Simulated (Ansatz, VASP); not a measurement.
## One calculation of Os, two programs

```
Os
1.0
     2.75519    0.00000    0.00000
    -1.37759    2.38606    0.00000
     0.00000    0.00000    4.34538
Os
2
Cartesian
  0.0000 1.5907 1.0863
  1.3776 0.7954 3.2590
```

Alike in both runs: functional PBE; k mesh 14 × 14 × 8; occupations fermi-dirac, width 0.1 eV; no spin polarisation.

Ansatz relaxed the structure, and its values are those at the end. VASP's run is a single point on that final structure, the one shown.

|  | VASP | Ansatz |
| --- | --- | --- |
| version | VASP 6.6.1 | Ansatz 0.2.0 |
| potentials or method | VASP PAW PBE potentials, release 64 (Os), cutoff 520 eV | plane waves, PAW |
| valence electrons in the cell | 16 | 32 |

|  | VASP | Ansatz | Ansatz less VASP |
| --- | --- | --- | --- |
| gap on the k mesh at the Fermi level (eV) | none | none | - |
| pressure (GPa) | -0.2 | 0.0 | +0.16 |

A gap of «none» marks a metal or a gap that the smearing closes. VASP's potentials hold 16 valence electrons a cell and Ansatz's 32, so a difference there can come from the potentials and not from the codes.

Neither program's run includes spin-orbit coupling.
